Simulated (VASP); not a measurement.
HgTe:

```
Hg Te
1.0
     0.00000    3.22337    3.37686
     3.22337    0.00000    3.37686
     3.22337    3.22337    0.00000
Hg Te
1 1
Direct
  0.00000 0.00000 0.00000
  0.25000 0.25000 0.25000
```

This cell differs from its parent crystal: epitaxial xy strain -2.0%.

Base run:

```yaml
Program: VASP 6.6.1
Functional: PBE
Potentials_or_basis: VASP PAW PBE potentials, release 64 (Hg, Te)
Cutoff: 520 eV
k_mesh: 6 × 6 × 6
Occupations: fermi-dirac, width 0.02 eV
Spin: no spin polarisation
```

Its results: band gap on the k mesh zero (filled and empty bands touch); pressure 1.9 GPa.

**Question.** The run is repeated on the same cell with these changes: functional from PBE to r2SCAN; further incar settings from ALGO = Normal; EDIFF = 1e-06; NBANDS = 16 to ALGO = Normal; EDIFF = 1e-07; NBANDS = 16. What comes out?

**Answer.** Band gap on the k mesh zero (filled and empty bands touch); pressure 0.6 GPa.

Caveats: semilocal functionals underestimate gaps, so a narrow gap can read as zero; spin-orbit coupling is left out, which moves the levels of the heavy elements; the PAW data sets were made with another functional, which shifts forces and pressure a little (at least some runs).
